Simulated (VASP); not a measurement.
A run of VASP 6.6.1 is set up as follows.

File INCAR:

```
PREC = Accurate
ENCUT = 520
EDIFF = 1E-6
ISMEAR = -1
SIGMA = 0.05
LREAL = F
LASPH = T
NELM = 80
ALGO = Normal
ISIF = 2
LWAVE = F
LCHARG = F
GGA = CA
NBANDS = 20
```

File KPOINTS:

```
Automatic mesh
0
Gamma
  13 13 13
```

POSCAR

```
V
1.0
    0.0000000000      2.2399697332      2.2399697332
    2.2399697332      0.0000000000      2.2399697332
    2.2399697332      2.2399697332      0.0000000000
V
2
Direct
   -0.1250000000     -0.1250000000     -0.1250000000
    0.1250000000      0.1250000000      0.1250000000
```

Potentials or basis: VASP PAW LDA potentials, release 64 (V_sv).

Run with:

```console
$ cat potpaw_LDA.64/V_sv/POTCAR > POTCAR
$ mpirun -np 1 vasp_std > vasp.out
```

**Question.** Estimate the band gap on the k mesh.

**Answer.** Zero (bands 13 and 14 overlap by 2.61 eV).

**Question.** What does it give for the pressure?

**Answer.** 79.6 GPa.

Caveat: atoms lie so close that the PAW spheres overlap strongly, which falsifies energies and pressures; the cell stands under pressure.
